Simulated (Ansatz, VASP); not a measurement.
## TaN: VASP beside Ansatz

The input INCAR:

```
SYSTEM = TaN
PREC = Accurate
ENCUT = 520
EDIFF = 1E-7
ISMEAR = 0
SIGMA = 0.1
LREAL = .FALSE.
LASPH = .TRUE.
NELM = 150
ALGO = Normal
ISIF = 2
LWAVE = .FALSE.
LCHARG = .FALSE.
ISPIN = 2
MAGMOM = 1 1 0 0
LORBIT = 11
LMAXMIX = 4
GGA = PS
NBANDS = 28
```

File KPOINTS:

```
Automatic mesh
0
G
  6 6 4
  0 0 0
```

Contents of POSCAR:

```
TaN
1.0
    3.0500010905      0.0000000000      0.0000000000
   -1.5250005453      2.6413784260      0.0000000000
    0.0000000000      0.0000000000      4.9400000000
Ta N
2 2
Direct
    0.3333333333      0.6666666667      0.0000000000
    0.6666666667      0.3333333333      0.5000000000
    0.3333333333      0.6666666667      0.3850000000
    0.6666666667      0.3333333333      0.8850000000
```

Input for Ansatz:

```yaml
crystal:
  lattice:
    - [3.0500010905, 0.0, 0.0]
    - [-1.5250005453, 2.641378426, 0.0]
    - [0.0, 0.0, 4.94]
  atoms:
    - { symbol: Ta, position: [0.3333333333, 0.6666666667, 0.0], spin: 1.0 }
    - { symbol: Ta, position: [0.6666666667, 0.3333333333, 0.5], spin: 1.0 }
    - { symbol: "N", position: [0.3333333333, 0.6666666667, 0.385] }
    - { symbol: "N", position: [0.6666666667, 0.3333333333, 0.885] }
basis:
  ecutwfc: 420
kpoints:
  mp_grid: { grid: [6, 6, 4] }
hamiltonian:
  xc: pbesol
scf:
  occupations: { method: gaussian, width: 0.1 }
  lower_state_search: "off"
output:
  forces: true
  stress: true
  eigenvalues: true
  populations: true
magnetization:
  spin_polarized: true
```

Alike in both runs: task single point; functional PBEsol; k mesh 6 × 6 × 4; occupations gaussian, width 0.1 eV; collinear spin.

```csv
,VASP,Ansatz
version,VASP 6.6.1,Ansatz 0.2.0
potentials or method,"VASP PAW PBE potentials, release 64 (Ta_pv, N), cutoff 520 eV","scalar-relativistic, plane waves, PAW"
valence electrons in the cell,32,36
```

Ansatz gave:

| Item | Value |
| --- | --- |
| gap on the k mesh at the Fermi level (eV) | none |
| rms of the force components (eV/Å) | 1.287 |
| net moment per atom (μB) | 0.00 |

**Question.** What did VASP give for the same quantities?

**Answer.** gap on the k mesh at the Fermi level (eV): none; rms of the force components (eV/Å): 1.323; net moment per atom (μB): 0.00.

VASP's potentials were made for PBE, not for PBEsol. Atom by atom the forces differ by 0.036 eV/Å (rms over components). A gap of «none» marks a metal or a gap that the smearing closes. VASP's potentials hold 32 valence electrons a cell and Ansatz's 36, so a difference there can come from the potentials and not from the codes. Ansatz's warnings: seeded moment not kept.

The k mesh is coarse, so the values compare programs but aren't converged. Neither program's run includes spin-orbit coupling.
